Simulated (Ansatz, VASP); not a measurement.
# One calculation of MoS2, two programs

File INCAR:

```
SYSTEM = MoS2
ALGO     = Normal         ! electronic algorithm
EDIFF    = 1E-6           ! SCF threshold, eV
ENCUT    = 520            ! plane-wave cutoff, eV
GGA      = PS             ! functional
ISIF     = 2              ! what is computed and relaxed
ISMEAR   = 0              ! smearing method
ISPIN    = 2              ! spin polarisation
LASPH    = .True.         ! aspherical terms in the spheres
LCHARG   = .False.        ! write CHGCAR
LDAU     = .True.         ! DFT+U
LDAUJ    = 0 0          
LDAUL    = 2 -1           ! shell
LDAUPRINT= 1            
LDAUTYPE = 2            
LDAUU    = 6 0            ! U, eV
LMAXMIX  = 4              ! l up to which the mixer works
LORBIT   = 11             ! projections on sites
LREAL    = .False.        ! projectors in reciprocal space
LWAVE    = .False.        ! write WAVECAR
MAGMOM   = 2.39 -0.4 -0.4 ! initial moments
NBANDS   = 24             ! bands
NELM     = 150            ! most SCF steps
PREC     = Accurate       ! precision mode
SIGMA    = 0.05           ! smearing width, eV
```

Contents of KPOINTS:

```
k-points
0
Gamma
  6 6 4
  0 0 0
```

Contents of POSCAR:

```
MoS2
1.0
    3.5639467600      0.0000000000      0.0000000000
   -1.7819733800      3.0864684300      0.0000000000
    0.0000000000      0.0000000000      5.7493858200
Mo S
1 2
Direct
    0.0000000000      0.0000000000      0.0000000000
    0.3333333333      0.6666666667      0.2520000000
    0.6666666667      0.3333333333      0.7480000000
```

Contents of input.yaml:

```yaml
crystal:
  lattice:
    - [3.56394676, 0.0, 0.0]
    - [-1.78197338, 3.08646843, 0.0]
    - [0.0, 0.0, 5.74938582]
  atoms:
    - { symbol: Mo, position: [0.0, 0.0, 0.0] }
    - { symbol: S, position: [0.3333333333, 0.6666666667, 0.252] }
    - { symbol: S, position: [0.6666666667, 0.3333333333, 0.748] }
hamiltonian:
  xc: pbesol
  pseudopotentials: { kind: paw }
  hubbard: { sites: [{ species: Mo, l: d, u_eff: 6.0 }] }
magnetization:
  spin_polarized: true
kpoints:
  mp_grid: { grid: [6, 6, 4] }
scf:
  occupations: { method: gaussian, width: 0.05 }
output:
  forces: true
  stress: true
  eigenvalues: true
```

Alike in both runs: task single point; functional PBEsol; k mesh 6 × 6 × 4; occupations gaussian, width 0.05 eV; collinear spin; Hubbard terms Mo d U = 6.0 eV.

|  | VASP | Ansatz |
| --- | --- | --- |
| version | VASP 6.6.1 | Ansatz 0.2.0 |
| potentials or method | VASP PAW PBE potentials, release 64 (Mo_sv, S) | Ansatz PAW |
| plane-wave cutoff (eV) | 520 | 420 |
| valence electrons in the cell | 26 | 26 |

Ansatz gave:

| Quantity | Value |
| --- | --- |
| gap on the k mesh at the Fermi level (eV) | none |
| pressure (GPa) | -1.9 |
| traceless stress, the component that is largest in VASP (GPa) | -2.28 |
| rms of the force components (eV/Å) | 0.070 |
| net moment per atom (μB) | 0.68 |
| size of the moment on the site where the two differ most (μB) | 2.17 |

Estimate VASP's values.

gap on the k mesh at the Fermi level (eV): none; pressure (GPa): -2.3; traceless stress, the component that is largest in VASP (GPa): -1.48; rms of the force components (eV/Å): 0.070; net moment per atom (μB): 0.67; size of the moment on the site where the two differ most (μB): 2.55.

VASP's potentials were made for PBE, not for PBEsol. Site moments also hang on the region over which each program counts them. The programs project onto different local orbitals, so the same U acts differently, and such runs can settle in different states. Atom by atom the forces differ by 0.000 eV/Å (rms over components). A gap of «none» marks a metal or a gap that the smearing closes.

Noted on Ansatz's run: the magnetic or orbital state may not be the lowest.
